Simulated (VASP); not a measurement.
# TiO2 (P4_2/mnm) in VASP: relaxation of cell and atoms with r2SCAN

Aim: the relaxation of cell and atoms of TiO2 with r2SCAN.

Everything below comes from runs of VASP 6.6.1. Logs are shortened: lines on timing, memory, paths and dates and some standing lists are left out, and cuts for length are marked.

## (1) The cell of the first run

Symmetry: P4_2/mnm, No. 136, tetragonal system. The conventional cell has a = 4.592 Å, b = 4.592 Å, c = 2.957 Å, α = 90.00°, β = 90.00°, γ = 90.00°. Ti (site symmetry mmm) has 6 O at 1.95 to 1.98 Å within 2.6 Å. O (site symmetry m2m) has 3 Ti at 1.95 to 1.98 Å and 1 O at 2.53 Å within 2.6 Å.

## (2) Relaxation of cell and atoms, r2SCAN

POSCAR

```
TiO2
1.0
    4.5922000000      0.0000000000      0.0000000000
    0.0000000000      4.5922000000      0.0000000000
    0.0000000000      0.0000000000      2.9574000000
Ti O
2 4
Direct
    0.0000000000      0.0000000000      0.0000000000
    0.5000000000      0.5000000000      0.5000000000
    0.3049600000      0.3049600000      0.0000000000
    0.1950400000      0.8049600000      0.5000000000
    0.6950400000      0.6950400000      0.0000000000
    0.8049600000      0.1950400000      0.5000000000
```

INCAR.step1

```
SYSTEM = TiO2
  PREC = Accurate
  ENCUT = 600
  ISMEAR = -1
  SIGMA = 0.1
  LREAL = .False.
  LASPH = .True.
  NELM = 80
  GGA = PE
  ALGO = Normal
  EDIFF = 1E-4
  LWAVE = .True.
  LCHARG = .False.
```

INCAR.step2

```
SYSTEM = TiO2
  PREC = Accurate
  ENCUT = 600
  EDIFF = 1E-7
  ISMEAR = -1
  SIGMA = 0.1
  LREAL = .False.
  LASPH = .True.
  NELM = 80
  ALGO = Normal
  ISIF = 3
  LWAVE = .False.
  LCHARG = .False.
  METAGGA = R2SCAN
  LMIXTAU = .True.
  IBRION = 2
  NSW = 100
  EDIFFG = -0.002
  ISTART = 1
```

KPOINTS

```
regular mesh
0
Gamma
  6 6 10
  0 0 0
```

Potentials or basis: VASP PAW PBE potentials, release 64 (Ti_sv, O).

On the command line:

```bash
$ cat potpaw_PBE.64/Ti_sv/POTCAR potpaw_PBE.64/O/POTCAR > POTCAR
$ cp INCAR.step1 INCAR
$ mpirun -np 1 vasp_std > vasp.out
$ cp INCAR.step2 INCAR
$ mpirun -np 1 vasp_std > vasp.out
```

OUTCAR:

```text
SYSTEM = TiO2
   PREC = Accurate
   ENCUT = 600
   EDIFF = 1E-7
   ISMEAR = -1
   LREAL = .False.
   LASPH = .True.
   NELM = 80
   ISIF = 3
   METAGGA = R2SCAN
   IBRION = 2
   NSW = 100
   EDIFFG = -0.002
   ISTART = 1

 ion  position               nearest neighbor table
   1  0.000  0.000  0.000-   4 1.95   6 1.95   4 1.95   6 1.95   5 1.98   3 1.98
   2  0.500  0.500  0.500-   3 1.95   5 1.95   3 1.95   5 1.95   4 1.98   6 1.98
   3  0.305  0.305  0.000-   2 1.95   2 1.95   1 1.98
   4  0.195  0.805  0.500-   1 1.95   1 1.95   2 1.98
   5  0.695  0.695  0.000-   2 1.95   2 1.95   1 1.98
   6  0.805  0.195  0.500-   1 1.95   1 1.95   2 1.98

  LATTYP: Found a simple tetragonal cell.
 ALAT       =     4.5922000000
 C/A-ratio  =     0.6440050520

  Lattice vectors:

 A1 = (   4.5922000000,   0.0000000000,   0.0000000000)
 A2 = (   0.0000000000,   4.5922000000,   0.0000000000)
 A3 = (   0.0000000000,   0.0000000000,   2.9574000000)

Analysis of symmetry for initial positions (statically):
=====================================================================
 Subroutine PRICEL returns:
 Original cell was already a primitive cell.

 Routine SETGRP: Setting up the symmetry group for a
 simple tetragonal supercell.

 Subroutine GETGRP returns: Found 16 space group operations
 (whereof  8 operations were pure point group operations)
 out of a pool of 16 trial point group operations.

The static configuration has the point symmetry D_2h.
 The point group associated with its full space group is D_4h.

Analysis of symmetry for dynamics (positions and initial velocities):
=====================================================================
 Subroutine PRICEL returns:
 Original cell was already a primitive cell.

 Routine SETGRP: Setting up the symmetry group for a
 simple tetragonal supercell.

 Subroutine GETGRP returns: Found 16 space group operations
 (whereof  8 operations were pure point group operations)
 out of a pool of 16 trial point group operations.

The dynamic configuration has the point symmetry D_2h.
 The point group associated with its full space group is D_4h.

 Subroutine INISYM returns: Found 16 space group operations
 (whereof  8 operations are pure point group operations),
 and found     1 'primitive' translations

----------------------------------------------------------------------------------------

                                     Primitive cell

  volume of cell :      62.3665

  direct lattice vectors                    reciprocal lattice vectors
     4.592200000  0.000000000  0.000000000     0.217760550  0.000000000  0.000000000
     0.000000000  4.592200000  0.000000000     0.000000000  0.217760550  0.000000000
     0.000000000  0.000000000  2.957400000     0.000000000  0.000000000  0.338134848

  length of vectors
     4.592200000  4.592200000  2.957400000     0.217760550  0.217760550  0.338134848

  position of ions in fractional coordinates (direct lattice)
     0.000000000  0.000000000  0.000000000
     0.500000000  0.500000000  0.500000000
     0.304960000  0.304960000  0.000000000
     0.195040000  0.804960000  0.500000000
     0.695040000  0.695040000  0.000000000
     0.804960000  0.195040000  0.500000000

  ion indices of the primitive-cell ions
   primitive index   ion index
                 1           1
                 2           2
                 3           3
                 4           4
                 5           5
                 6           6

----------------------------------------------------------------------------------------

 KPOINTS: regular mesh

Automatic generation of k-mesh.
 Grid dimensions read from file:
 generate k-points for:    6    6   10

 Generating k-lattice:

  Cartesian coordinates                     Fractional coordinates (reciprocal lattice)
     0.036293425  0.000000000  0.000000000     0.166666667  0.000000000  0.000000000
     0.000000000  0.036293425  0.000000000     0.000000000  0.166666667  0.000000000
     0.000000000  0.000000000  0.033813485     0.000000000  0.000000000  0.100000000

  Length of vectors
     0.036293425  0.036293425  0.033813485

  Shift w.r.t. Gamma in fractional coordinates (k-lattice)
     0.000000000  0.000000000  0.000000000

 Subroutine IBZKPT returns following result:
 ===========================================

 Found     60 irreducible k-points:

 Following reciprocal coordinates:
            Coordinates               Weight
  0.000000  0.000000  0.000000      1.000000
  0.166667  0.000000  0.000000      4.000000
  0.333333  0.000000  0.000000      4.000000
  0.500000  0.000000  0.000000      2.000000
  0.166667  0.166667  0.000000      4.000000
  0.333333  0.166667  0.000000      8.000000
[... 16 lines left out ...]
  0.333333  0.000000  0.200000      8.000000
  0.500000  0.000000  0.200000      4.000000
 [... further k-points ...]
   k-points           NKPTS =     60   k-points in BZ     NKDIM =     60   number of bands    NBANDS=     28
   number of dos      NEDOS =    301   number of ions     NIONS =      6
   total plane-waves  NPLWV =  38400
   dimension x,y,z NGX =    40 NGY =   40 NGZ =   24
   dimension x,y,z NGXF=    80 NGYF=   80 NGZF=   48
   ions per type =               2   4
   NGX,Y,Z   is equivalent  to a cutoff of  14.48, 14.48, 13.49 a.u.
   NGXF,Y,Z  is equivalent  to a cutoff of  28.96, 28.96, 26.98 a.u.
 SYSTEM =  TiO2
   PREC   = accura    normal or accurate (medium, high low for compatibility)
   ISTART =      1    job   : 0-new  1-cont  2-samecut
   ICHARG =      0    charge: 1-file 2-atom 10-const
   ISPIN  =      1    spin polarized calculation?
   LNONCOLLINEAR =      F non collinear calculations
   LSORBIT =      F    spin-orbit coupling
   LASPH  =      T    aspherical Exc in radial PAW
   ENCUT  =  600.0 eV  44.10 Ry    6.64 a.u.   9.17  9.17  5.91*2*pi/ulx,y,z
   NELM   =     80;   NELMIN=  2; NELMDL=  0     # of ELM steps
   EDIFF  = 0.1E-06   stopping-criterion for ELM
   LREAL  =      F    real-space projection
   EDIFFG = -.2E-02   stopping-criterion for IOM
   NSW    =    100    number of steps for IOM
   IBRION =      2    ionic relax: 0-MD 1-quasi-New 2-CG
   NFREE  =      1    steps in history (QN), initial steepest desc. (CG)
   ISIF   =      3    stress and relaxation
   ISYM   =      2    0-nonsym 1-usesym 2-fastsym
   POTIM  = 0.5000    time-step for ionic-motion
   TEBEG  =    0.0;   TEEND  =   0.0 temperature during run
   PSTRESS=    0.0 pullay stress
   NELECT =      48.0000    total number of electrons
   NUPDOWN=      -1.0000    fix difference up-down
   EMIN   =  10.00;   EMAX   =-10.00  energy-range for DOS
   EFERMI =   0.00;   METHOD = LEGACY
   ISMEAR =    -1;   SIGMA  =   0.10  broadening in eV -4-tet -1-fermi 0-gaus
   EFERMI_NEDOS =   21; number of points for ismear=-14 and -15
   IALGO  =     38    algorithm
   IMIX   =      4    mixing-type and parameters
     AMIX     =   0.40;   BMIX     =  1.00
     AMIX_MAG =   1.60;   BMIX_MAG =  1.00
  volume/ion in A,a.u.               =      10.39        70.15
  Fermi-wavevector in a.u.,A,eV,Ry     =   1.500277  2.835112 30.624403  2.250830
  Thomas-Fermi vector in A             =   2.611798
   LORBIT       =      0    0 simple, 1 ext, 2 COOP (PROOUT), +10 PAW based schemes
   METAGGA = R2SCAN    functional components
   LHFCALC =     F    Hartree Fock is set to
   AEXX    =    0.0000 exact exchange contribution
   IVDW    =     0    specifies the selected vdW correction
   LEPSILON=     F    determine dielectric tensor
   LRPA    =     F    only Hartree local field effects (RPA)
 conjugate gradient relaxation of ions
 non-spin polarized calculation
  energy-cutoff  :      600.00
  volume of cell :       62.37
 maximum number of plane-waves:      2102
 NGX is ok and might be reduce to    40
   NGX = 19   NGY = 19   NGZ = 11

--------------------------------------- Ionic step        1  -------------------------------------------

 number of electron      47.9999989 magnetization

 Free energy of the ion-electron system (eV)
  ---------------------------------------------------
  ext. energy  EPLUGINS =         0.00000000
  ---------------------------------------------------
  free energy    TOTEN  =       -69.80560717 eV

  energy without entropy =      -69.80560435  energy(sigma->0) =      -69.80560576

------------------------ aborting loop because EDIFF is reached ----------------------------------------

  FORCE on cell =-STRESS in cart. coord.  units (eV):
  Direction    XX          YY          ZZ          XY          YZ          ZX
  --------------------------------------------------------------------------------------
  -------------------------------------------------------------------------------------
  Total        0.4672441      0.4672441      0.5104290      0.0000000      0.0000000      0.0000000
  in kB       12.0033573     12.0033573     13.1127659      0.0000000      0.0000000      0.0000000
  external PRESSURE =      12.3731601 kB  Pullay stress =       0.0000000 kB
[... 185 lines left out ...]
  energy  without entropy=      -69.8070773268  energy(sigma->0) =      -69.80707891

--------------------------------------- Ionic step        6  -------------------------------------------

 number of electron      47.9999987 magnetization

 Free energy of the ion-electron system (eV)
  ---------------------------------------------------
  ext. energy  EPLUGINS =         0.00000000
  ---------------------------------------------------
  free energy    TOTEN  =       -69.80708215 eV

  energy without entropy =      -69.80707899  energy(sigma->0) =      -69.80708057

 E-fermi :   5.5516     XC(G=0): -12.1351

 val. band max:        4.5097601158   @ k =   0.0000   0.0000   0.0000
 cond. band min:       6.7237481864   @ k =   0.0000   0.0000   0.0000
 fundamental gap:      2.2139880706
 Fermi energy:         5.5515958950

 k-point     1 :       0.0000    0.0000    0.0000
  band No.  band energies     occupation
      1     -54.6552      2.00000
      2     -54.6376      2.00000
      3     -29.9177      2.00000
      4     -29.9177      2.00000
      5     -29.7425      2.00000
      6     -29.7425      2.00000
[... 733 lines left out ...]
     27       7.9942      0.00000
     28       7.9942      0.00000

 [... further k-points ...]

------------------------ aborting loop because EDIFF is reached ----------------------------------------

  FORCE on cell =-STRESS in cart. coord.  units (eV):
  Direction    XX          YY          ZZ          XY          YZ          ZX
  --------------------------------------------------------------------------------------
  -------------------------------------------------------------------------------------
  Total        0.0023244      0.0023244     -0.0072512      0.0000000      0.0000000      0.0000000
  in kB        0.0594466      0.0594466     -0.1854453      0.0000000      0.0000000      0.0000000
  external PRESSURE =      -0.0221840 kB  Pullay stress =       0.0000000 kB
[... 21 lines left out ...]
  FREE ENERGIE OF THE ION-ELECTRON SYSTEM (eV)
  ---------------------------------------------------
  free  energy   TOTEN  =       -69.8070821517 eV

  energy  without entropy=      -69.8070789886  energy(sigma->0) =      -69.80708057

 reached required accuracy - stopping structural energy minimisation
```

It took 51 min on 1 thread of Oxide Virtual Turin-like, shared host; peak memory 0.25 GiB.

Results:

```
Free energy                           : -69.8071 eV
Relaxed volume                        : 10.44 Å³/atom
Relaxed cell                          : a = 4.600 Å, b = 4.600 Å, c = 2.960 Å, α = 90.00°, β = 90.00°, γ = 90.00°
Space group after relaxing (to 0.1 Å) : P4_2/mnm (No. 136)
Energy gained by relaxing             : 0.2 meV/atom
Ionic steps                           : 6
Pressure after relaxing               : 0.0 GPa
Band gap on the k mesh                : 2.21 eV
```

Step by step:
```csv
step,energy change (eV),largest force (eV/Å),pressure (GPa),volume (Å³)
1,0.0000,0.0805,1.24,62.37
2,0.0014,0.0597,-1.85,63.09
3,-0.0014,0.0216,-0.05,62.66
4,-0.0014,0.0204,-0.07,62.67
5,-0.0015,0.0022,-0.01,62.65
6,-0.0015,0.0004,0.00,62.65
```

Final structure:
```cif
data_structure
_symmetry_space_group_name_H-M 'P 1'
_symmetry_Int_Tables_number 1
_cell_length_a 4.6002
_cell_length_b 4.6002
_cell_length_c 2.9605
_cell_angle_alpha 90.000
_cell_angle_beta 90.000
_cell_angle_gamma 90.000
_cell_volume 62.65
loop_
_atom_site_label
_atom_site_type_symbol
_atom_site_fract_x
_atom_site_fract_y
_atom_site_fract_z
_atom_site_occupancy
Ti1 Ti 0.00000 0.00000 0.00000 1
Ti2 Ti 0.50000 0.50000 0.50000 1
O1 O 0.30454 0.30454 0.00000 1
O2 O 0.19546 0.80454 0.50000 1
O3 O 0.69546 0.69546 0.00000 1
O4 O 0.80454 0.19546 0.50000 1
```

Caveat: the PAW data sets were made with another functional, which shifts forces and pressure a little. A k mesh can miss the band edges.
